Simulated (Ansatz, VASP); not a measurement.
**Mg3Cd2Te3 in VASP and in Ansatz**

Contents of INCAR:

```
PREC     = Accurate       # precision mode
ENCUT    = 520            # plane-wave cutoff, eV
EDIFF    = 1E-6           # SCF threshold, eV
ISMEAR   = 0              # smearing method
SIGMA    = 0.2            # smearing width, eV
LREAL    = False          # projectors in reciprocal space
LASPH    = True           # aspherical terms in the spheres
NELM     = 60             # most SCF steps
ALGO     = Fast           # electronic algorithm
ISIF     = 2              # what is computed and relaxed
LWAVE    = False          # write WAVECAR
LCHARG   = False          # write CHGCAR
GGA      = PE             # functional
NBANDS   = 34             # bands
```

The input KPOINTS:

```
regular mesh
0
Gamma
  6 6 2
```

POSCAR

```
Mg3Cd2Te3
1.0
    4.1786206583      0.0000000000      0.0000000000
    0.0000000000      4.1786206583      0.0000000000
    0.0000000000      0.0000000000     12.7794015309
Mg Cd Te
3 2 3
Direct
    0.5000000000      0.5000000000      0.7734928140
    0.0000000000      0.0000000000      0.0000000000
    0.5000000000      0.5000000000      0.2265071860
    0.0000000000      0.5000000000      0.5000000000
    0.5000000000      0.0000000000      0.5000000000
    0.0000000000      0.0000000000      0.7591657416
    0.5000000000      0.5000000000      0.0000000000
    0.0000000000      0.0000000000      0.2408342584
```

Input for Ansatz:

```yaml
crystal:
  lattice:
    - [4.1786206583, 0.0, 0.0]
    - [0.0, 4.1786206583, 0.0]
    - [0.0, 0.0, 12.7794015309]
  atoms:
    - { symbol: Mg, position: [0.5, 0.5, 0.773492814] }
    - { symbol: Mg, position: [0.0, 0.0, 0.0] }
    - { symbol: Mg, position: [0.5, 0.5, 0.226507186] }
    - { symbol: Cd, position: [0.0, 0.5, 0.5] }
    - { symbol: Cd, position: [0.5, 0.0, 0.5] }
    - { symbol: Te, position: [0.0, 0.0, 0.7591657416] }
    - { symbol: Te, position: [0.5, 0.5, 0.0] }
    - { symbol: Te, position: [0.0, 0.0, 0.2408342584] }
basis:
  ecutwfc: 420
kpoints:
  mp_grid: { grid: [6, 6, 2] }
hamiltonian:
  xc: pbe
scf:
  occupations: { method: gaussian, width: 0.2 }
  lower_state_search: "off"
output:
  forces: true
  stress: true
  eigenvalues: true
```

Alike in both runs: task single point; functional PBE; k mesh 6 × 6 × 2; occupations gaussian, width 0.2 eV; no spin polarisation.

|  | VASP | Ansatz |
| --- | --- | --- |
| version | VASP 6.6.1 | Ansatz 0.2.0 |
| potentials or method | VASP PAW PBE potentials, release 64 (Mg, Cd, Te), cutoff 520 eV | scalar-relativistic, plane waves, PAW |
| valence electrons in the cell | 48 | 118 |

|  | VASP | Ansatz | Ansatz less VASP |
| --- | --- | --- | --- |
| gap on the k mesh at the Fermi level (eV) | none | none | - |
| pressure (GPa) | 0.0 | 0.0 | -0.01 |
| rms of the force components (eV/Å) | 0.003 | 0.004 | +0.0009 |

Atom by atom the forces differ by 0.001 eV/Å (rms over components). A gap of «none» marks a metal or a gap that the smearing closes. VASP's potentials hold 48 valence electrons a cell and Ansatz's 118, so a difference there can come from the potentials and not from the codes.

Spin-orbit coupling is off throughout.
